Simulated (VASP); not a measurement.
Wanted: the native input for a VASP 6.6.1 run.

```yaml
Task: single point
Functional: PBE
Potentials_or_basis: VASP PAW PBE potentials, release 64 (Lu)
Cutoff: 520 eV
k_mesh: 7 × 7 × 9
Occupations: fermi-dirac, width 0.08 eV
Spin: no spin polarisation
Dipole_correction: no
Further_INCAR_settings: ALGO = Normal; EDIFF = 1e-06; NBANDS = 44
```

The structure of Lu lies in POSCAR:

```
Lu
1.0
    5.4509058630      0.0000000000      0.0000000000
   -2.7254529315      4.7206229510      0.0000000000
    0.0000000000      0.0000000000      3.4288776574
Lu
3
Direct
    0.0000000000      0.0000000000      0.0000000000
    0.3333333333      0.6666666667      0.5000000000
    0.6666666667      0.3333333333      0.5000000000
```

This isn't the form of Lu at room conditions, which is hcp.

One way to write it, as run:

INCAR

```
PREC     = Accurate       # precision mode
ENCUT    = 520            # plane-wave cutoff, eV
EDIFF    = 1E-6           # SCF threshold, eV
ISMEAR   = -1             # smearing method
SIGMA    = 0.08           # smearing width, eV
LREAL    = F              # projectors in reciprocal space
LASPH    = T              # aspherical terms in the spheres
NELM     = 100            # most SCF steps
ALGO     = Normal         # electronic algorithm
ISIF     = 2              # what is computed and relaxed
LWAVE    = F              # write WAVECAR
LCHARG   = F              # write CHGCAR
GGA      = PE             # functional
NBANDS   = 44             # bands
```

KPOINTS

```
Automatic mesh
0
Gamma
  7 7 9
```

Potentials or basis: VASP PAW PBE potentials, release 64 (Lu).

The run is started by

```bash
$ cat potpaw_PBE.64/Lu/POTCAR > POTCAR
$ mpirun -np 1 vasp_std > vasp.out
```

It gave:

The pressure is -0.3 GPa and the band gap on the k mesh is zero (an odd number of electrons rules out a gap without spin polarisation).

Caveat: spin-orbit coupling is left out, which moves the levels of the heavy elements.

Wall time 4.6 min on 1 thread of Oxide Virtual Turin-like Processor, on a shared host, peak memory 0.26 GiB.
